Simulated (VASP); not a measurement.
Input of a VASP 6.6.1 run:

The input INCAR:

```
  PREC = Accurate
  ENCUT = 600
  EDIFF = 1E-6
  ISMEAR = 0
  SIGMA = 0.1
  LREAL = F
  LASPH = T
  NELM = 80
  ALGO = Normal
  ISIF = 3
  LWAVE = F
  LCHARG = F
  GGA = PE
  IBRION = 2
  NSW = 90
  EDIFFG = -0.04
```

File KPOINTS:

```
regular mesh
0
Gamma
  4 4 2
```

POSCAR

```
ZnCd2S3
1.0
    4.1998298500      0.0000000000      0.0000000000
    0.0000000000      4.1998298500      0.0000000000
    0.0000000000      0.0000000000      8.3467985000
Zn Cd S
1 2 3
Direct
    0.0000000000      0.0000000000      0.8233832300
    0.0000000000      0.5000000000      0.3996686600
    0.5000000000      0.0000000000      0.3996686600
    0.0000000000      0.5000000000      0.9106324500
    0.5000000000      0.0000000000      0.9106324500
    0.0000000000      0.0000000000      0.4507419600
```

Potentials or basis: VASP PAW PBE potentials, release 64 (Zn, Cd, S).

Run with:

```sh
$ cat potpaw_PBE.64/Zn/POTCAR potpaw_PBE.64/Cd/POTCAR potpaw_PBE.64/S/POTCAR > POTCAR
$ mpirun -np 1 vasp_std > vasp.out
```

Task: What does it give for the relaxed volume?

Result: 24.15 Å³/atom.

Task: Predict the space group after relaxing (to 0.05 Å).

Result: P4/mmm (No. 123).

Task: Estimate the relaxed cell.

Result: a = 5.367 Å, b = 5.367 Å, c = 5.031 Å, α = 90.00°, β = 90.00°, γ = 90.00°.

Task: What does it give for the band gap on the k mesh?

Result: Zero (band 27 reaches 2.00 eV, above the bottom of band 28 at 1.10 eV).

Final structure:
```
Zn Cd S
1.0
     5.36672    0.00000    0.00000
     0.00000    5.36672    0.00000
     0.00000    0.00000    5.03076
Zn Cd S
1 2 3
Direct
  0.00000 0.00000 0.89769
  0.00000 0.50000 0.39954
  0.50000 0.00000 0.39954
  0.00000 0.50000 0.89960
  0.50000 0.00000 0.89960
  0.00000 0.00000 0.39875
```

Caveat: the k points lie up to 0.62 Å⁻¹ apart in the final cell.
